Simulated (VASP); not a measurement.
Wanted: the native input for a VASP 6.6.1 run.

| Item | Value |
| --- | --- |
| Task | relaxation of cell and atoms |
| Functional | PBE |
| Potentials or basis | VASP PAW PBE potentials, release 64 (Tl_d) |
| Cutoff | 600 eV |
| k mesh | 12 × 12 × 6 |
| Occupations | gaussian, width 0.1 eV |
| Spin | no spin polarisation |
| Dipole correction | no |
| Further INCAR settings | ALGO = Fast; EDIFF = 1e-06; IBRION = 2; EDIFFG = -0.02; NSW = 90; ISIF = 3 |

The structure of Tl lies in POSCAR:

```
Tl
1.0
    3.5970057338      0.0000000000      0.0000000000
   -1.7985028669      3.1150983430      0.0000000000
    0.0000000000      0.0000000000      5.6288715911
Tl
2
Direct
    0.3333333333      0.6666666667      0.2500000000
    0.6666666667      0.3333333333      0.7500000000
```

The input as run:

INCAR

```
PREC = Accurate
ENCUT = 600
EDIFF = 1E-6
ISMEAR = 0
SIGMA = 0.1
LREAL = F
LASPH = T
NELM = 80
ALGO = Fast
ISIF = 3
LWAVE = F
LCHARG = F
GGA = PE
IBRION = 2
NSW = 90
EDIFFG = -0.02
```

KPOINTS

```
Automatic mesh
0
Gamma
  12 12 6
```

Potentials or basis: VASP PAW PBE potentials, release 64 (Tl_d).

The run is started by

```bash
$ cat potpaw_PBE.64/Tl_d/POTCAR > POTCAR
$ mpirun -np 1 vasp_std > vasp.out
```

Results of the run:

```yaml
Relaxed_volume: 31.49 Å³/atom
Relaxed_cell: a = 3.596 Å, b = 3.596 Å, c = 5.623 Å, α = 90.00°, β = 90.00°, γ = 120.00°
Space_group_after_relaxing_to_0.1_Å: P6_3/mmc (No. 194)
Energy_gained_by_relaxing: 0.0 meV/atom
Ionic_steps: 2
Pressure_after_relaxing: 0.0 GPa
Band_gap_on_the_k_mesh: zero (bands 13 and 14 overlap by 5.33 eV)
```

Caveat: spin-orbit coupling is left out, which moves the levels of the heavy elements.

Wall time 47 s on 1 thread of Intel(R) Xeon(R) 6975P-C (Granite Rapids) (shared host), peak memory 0.25 GiB.
